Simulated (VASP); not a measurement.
**W8C8O: single point with PBEsol**

System: W8C8O, a slab with vacuum.

```
W C O
1.0
     5.79640    0.00000    0.00000
    -2.89820    5.01983    0.00000
     0.00000    0.00000   16.24710
W C O
8 8 1
Direct
  0.00000 0.00000 0.06155
  0.99815 0.00006 0.23735
  0.00000 0.50000 0.06155
  0.99224 0.49679 0.23474
  0.50000 0.00000 0.06155
  0.49693 0.00253 0.23454
  0.50000 0.50000 0.06155
  0.49672 0.49677 0.23515
  0.33603 0.16876 0.14162
  0.33494 0.16834 0.30455
  0.33250 0.66651 0.14345
  0.33260 0.67081 0.31792
  0.83250 0.16873 0.14172
  0.82150 0.15598 0.30391
  0.83223 0.66440 0.14198
  0.82318 0.66799 0.30424
  0.16694 0.59193 0.37273
```

* Program: VASP 6.6.1
* Task: single point
* Functional: PBEsol
* Potentials or basis: VASP PAW PBE potentials, release 64 (W_sv, C, O)
* Cutoff: 520 eV
* k mesh: 3 × 3 × 1
* Occupations: gaussian, width 0.05 eV
* Spin: no spin polarisation

```
Largest force          : 0.623 eV/Å
Band gap on the k mesh : zero (bands 75 and 76 overlap by 0.46 eV)
```

Forces in eV/Å, atoms in the order of the input:
```
W    0.017  0.018  0.104
W   -0.003  0.003 -0.034
W    0.002  0.037 -0.056
W   -0.004  0.020 -0.020
W   -0.030 -0.171 -0.211
W   -0.001 -0.034 -0.026
W   -0.174  0.125 -0.132
W   -0.036  0.012 -0.066
C    0.004 -0.009 -0.020
C   -0.001  0.013  0.091
C   -0.009  0.003  0.009
C    0.455  0.200 -0.375
C   -0.004  0.003  0.013
C   -0.014  0.015  0.120
C    0.006  0.002 -0.012
C   -0.114 -0.022  0.042
O   -0.092 -0.218  0.572
```

Levels at points of the mesh, in eV from the Fermi level:
```
           k point  band 73  band 74  band 75  band 76  band 77  band 78
(0.00, 0.00, 0.00)     0.16     0.42     0.42     0.43     0.72     1.27
```

Run time: 6.9 min on 1 thread of Intel(R) Xeon(R) 6975P-C (Granite Rapids), with other jobs on the host, peak memory 0.66 GiB.

Caveat: the k points lie up to 0.42 Å⁻¹ apart; there is no dipole correction, which matters where the two faces differ; the PAW data sets were made with another functional, which shifts forces and pressure a little; spin-orbit coupling is left out, which moves the levels of the heavy elements.
